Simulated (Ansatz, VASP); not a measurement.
# One calculation of Ta, two programs

```
Ta
1.0
     3.31905    0.00000    0.00000
     0.00000    3.31905    0.00000
     0.00000    0.00000   24.95716
Ta
7
Direct
  0.50000 0.50000 0.30051
  0.00000 0.00000 0.36701
  0.50000 0.50000 0.43350
  0.00000 0.00000 0.50000
  0.50000 0.50000 0.56650
  0.00000 0.00000 0.63299
  0.50000 0.50000 0.69949
```

Alike in both runs: task single point; functional PBE; k mesh 10 × 10 × 1; occupations fermi-dirac, width 0.3 eV; no spin polarisation.

```csv
,VASP,Ansatz
version,VASP 6.6.1,Ansatz 0.2.0
potentials or method,"VASP PAW PBE potentials, release 64 (Ta_pv), cutoff 520 eV","scalar-relativistic, plane waves, PAW"
valence electrons in the cell,77,91
```

Ansatz gave:

| Property | Result |
| --- | --- |
| gap on the k mesh at the Fermi level (eV) | none |
| rms of the force components (eV/Å) | 0.457 |

What did VASP give for the same quantities?

gap on the k mesh at the Fermi level (eV): none; rms of the force components (eV/Å): 0.460.

Atom by atom the forces differ by 0.003 eV/Å (rms over components). A gap of «none» marks a metal or a gap that the smearing closes. The functional is the same, so the differences come from potentials, cutoffs and numerics. VASP's potentials hold 77 valence electrons a cell and Ansatz's 91, so a difference there can come from the potentials and not from the codes.

Spin-orbit coupling is off throughout.
